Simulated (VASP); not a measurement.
Here is a VASP 6.6.1 calculation.

File INCAR:

```
SYSTEM = Ba
PREC     = Accurate       ! precision mode
ENCUT    = 520            ! plane-wave cutoff, eV
EDIFF    = 1E-6           ! SCF threshold, eV
ISMEAR   = 0              ! smearing method
SIGMA    = 0.1            ! smearing width, eV
LREAL    = .FALSE.        ! projectors in reciprocal space
LASPH    = .TRUE.         ! aspherical terms in the spheres
NELM     = 100            ! most SCF steps
ALGO     = Normal         ! electronic algorithm
ISIF     = 2              ! what is computed and relaxed
LWAVE    = .FALSE.        ! write WAVECAR
LCHARG   = .FALSE.        ! write CHGCAR
GGA      = PE             ! functional
NBANDS   = 17             ! bands
```

The input KPOINTS:

```
regular mesh
0
G
  12 12 6
  0 0 0
```

File POSCAR:

```
Ba
1.0
    4.4685400262      0.0000002888      0.0000000000
   -2.2342702632      3.8698690361      0.0000000000
    0.0000000000      0.0000000000      7.3455715906
Ba
2
Direct
    0.0000000000      0.0000000000      0.0000000000
    0.3333333333      0.6666666667      0.5000000000
```

Potentials or basis: VASP PAW PBE potentials, release 64 (Ba_sv).

Command:

```sh
$ cat potpaw_PBE.64/Ba_sv/POTCAR > POTCAR
$ mpirun -np 1 vasp_std > vasp.out
```

Task: Estimate the band gap on the k mesh.

Result: Zero (bands 10 and 11 overlap by 0.33 eV).

Task: Predict the pressure.

Result: 0.0 GPa.

Caveat: spin-orbit coupling is left out, which moves the levels of the heavy elements.
